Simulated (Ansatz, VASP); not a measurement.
## Al4Ir: VASP beside Ansatz

```
Al Ir
1.0
     7.65109    0.00000    0.00000
    -3.82554    6.62604    0.00000
     0.00000    0.00000    5.26340
Al Ir
8 2
Direct
  0.50000 0.50000 0.50000
  0.50000 0.00000 0.50000
  0.00000 0.50000 0.50000
  0.50000 0.50000 0.00000
  0.50000 0.00000 0.00000
  0.00000 0.50000 0.00000
  0.33333 0.66667 0.75000
  0.66667 0.33333 0.25000
  0.33333 0.66667 0.25000
  0.66667 0.33333 0.75000
```

Alike in both runs: task relaxation of cell and atoms; functional PBE; k mesh 6 × 6 × 8; occupations gaussian, width 0.1 eV; no spin polarisation.

|  | VASP | Ansatz |
| --- | --- | --- |
| version | VASP 6.6.1 | Ansatz 0.2.0 |
| potentials or method | VASP PAW PBE potentials, release 64 (Al, Ir), cutoff 600 eV | scalar-relativistic, plane waves, PAW |
| valence electrons in the cell | 42 | 58 |

|  | VASP | Ansatz | Ansatz less VASP |
| --- | --- | --- | --- |
| gap on the k mesh at the Fermi level, each at its own relaxed structure (eV) | none | none | - |
| relaxed volume (Å³/atom) | 26.72 | 26.72 | +0.006 |
| relaxed length of the cell vector where the two differ most in proportion (Å) | 5.267 | 5.268 | +0.0006 |

A gap of «none» marks a metal or a gap that the smearing closes. VASP's potentials hold 42 valence electrons a cell and Ansatz's 58, so a difference there can come from the potentials and not from the codes. Ansatz's warnings: xc potential rough in thin density.

Neither program's run includes spin-orbit coupling.
